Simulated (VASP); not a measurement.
Wanted: the native input for a VASP 6.6.1 run.

| Item | Value |
| --- | --- |
| Task | relaxation of the atoms |
| Functional | PBE |
| Potentials or basis | VASP PAW PBE potentials, release 64 (Al, N) |
| Cutoff | 520 eV |
| k mesh | 9 × 9 × 4 |
| Occupations | gaussian, width 0.02 eV |
| Spin | no spin polarisation |
| Dipole correction | no |
| Further INCAR settings | ALGO = Normal; EDIFF = 1e-07; IBRION = 2; EDIFFG = -0.002; NSW = 60 |

The structure of AlN (pbe) lies in POSCAR:

```
AlN
1.0
    3.0984699570      0.0000000000      0.0000000000
   -1.5492349785      2.6833536956      0.0000000000
    0.0000000000      0.0000000000      4.9671167525
Al N
2 2
Direct
    0.3333333333      0.6666666667      0.0002297745
    0.6666666667      0.3333333333      0.5002297745
    0.3333333333      0.6666666667      0.3817702255
    0.6666666667      0.3333333333      0.8817702255
```

This cell differs from its parent crystal: strained cell.

One way to write it, as run:

INCAR

```
PREC     = Accurate       # precision mode
ENCUT    = 520            # plane-wave cutoff, eV
EDIFF    = 1E-7           # SCF threshold, eV
ISMEAR   = 0              # smearing method
SIGMA    = 0.02           # smearing width, eV
LREAL    = False          # projectors in reciprocal space
LASPH    = True           # aspherical terms in the spheres
NELM     = 120            # most SCF steps
ALGO     = Normal         # electronic algorithm
ISIF     = 2              # what is computed and relaxed
LWAVE    = False          # write WAVECAR
LCHARG   = False          # write CHGCAR
GGA      = PE             # functional
IBRION   = 2              # ionic algorithm
NSW      = 60             # ionic steps
EDIFFG   = -0.002         # ionic threshold
GGA_COMPAT= False        
NELMIN   = 4
```

KPOINTS

```
Automatic mesh
0
Gamma
  9 9 4
```

Potentials or basis: VASP PAW PBE potentials, release 64 (Al, N).

The run is started by

```bash
$ cat potpaw_PBE.64/Al/POTCAR potpaw_PBE.64/N/POTCAR > POTCAR
$ mpirun -np 1 vasp_std > vasp.out
```

Results of the run:

```json
{"Energy gained by relaxing": "0.0 meV/atom", "Ionic steps": "3", "Pressure after relaxing": "6.0 GPa", "Band gap on the k mesh": "4.31 eV, direct"}
```

Caveat: the cell differs from its parent crystal (strained cell).

Wall time 35 s on 1 thread of AMD EPYC 7R43 64-Core Processor (Zen 3), on a shared host, peak memory 0.12 GiB.
